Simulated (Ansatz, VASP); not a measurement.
# One calculation of Nb, two programs

File POSCAR:

```
Nb
1.0
   -1.6511317439      1.6511317439      1.6511317439
    1.6511317439     -1.6511317439      1.6511317439
    1.6511317439      1.6511317439     -1.6511317439
Nb
1
Direct
    0.0000000000      0.0000000000      0.0000000000
```

File INCAR.step1:

```
SYSTEM = Nb
PREC = Accurate
ENCUT = 520
ISMEAR = -1
SIGMA = 0.3
LREAL = .FALSE.
LASPH = .TRUE.
NELM = 100
NBANDS = 12
GGA = PE
ALGO = Normal
EDIFF = 1E-4
LWAVE = .TRUE.
LCHARG = .FALSE.
```

Contents of INCAR.step2:

```
SYSTEM = Nb
PREC = Accurate
ENCUT = 520
EDIFF = 1E-7
ISMEAR = -1
SIGMA = 0.3
LREAL = .FALSE.
LASPH = .TRUE.
NELM = 100
ALGO = Normal
ISIF = 2
LWAVE = .FALSE.
LCHARG = .TRUE.
METAGGA = R2SCAN
LMIXTAU = .TRUE.
LELF = .TRUE.
LVHAR = .TRUE.
NBANDS = 12
ISTART = 1
```

File KPOINTS:

```
regular mesh
0
G
  13 13 13
  0 0 0
```

Input for Ansatz:

```yaml
crystal:
  lattice:
    - [-1.6511317439, 1.6511317439, 1.6511317439]
    - [1.6511317439, -1.6511317439, 1.6511317439]
    - [1.6511317439, 1.6511317439, -1.6511317439]
  atoms:
    - { symbol: Nb, position: [0.0, 0.0, 0.0] }
hamiltonian:
  xc: r2scan
  pseudopotentials:
    kind: paw
    azcp:
      Nb: "pseudopotentials/Nb.paw.azcp"
basis:
  ecutwfc: 500
  fft_grid_basis: typed
kpoints:
  mp_grid: { grid: [13, 13, 13], shift: [0, 0, 0] }
magnetization:
  spin_polarized: false
scf:
  occupations: { method: fermi_dirac, width: 0.3 }
  lower_state_search: "off"
output:
  stress: true
```

Alike in both runs: task single point; functional r2SCAN; k mesh 13 × 13 × 13; occupations fermi-dirac, width 0.3 eV; no spin polarisation.

```csv
,VASP,Ansatz
version,VASP 6.6.1,Ansatz 0.2.0
potentials or method,"VASP PAW PBE potentials, release 64 (Nb_sv), cutoff 520 eV","plane waves (500 eV) with PAW, scalar-relativistic"
valence electrons in the cell,13,13
```

Ansatz gave:

- pressure (GPa): 1.9

Task: What did VASP give for the same quantities?

Result: Pressure (GPa): 1.7.

VASP's potentials were made for PBE, not for r2SCAN.
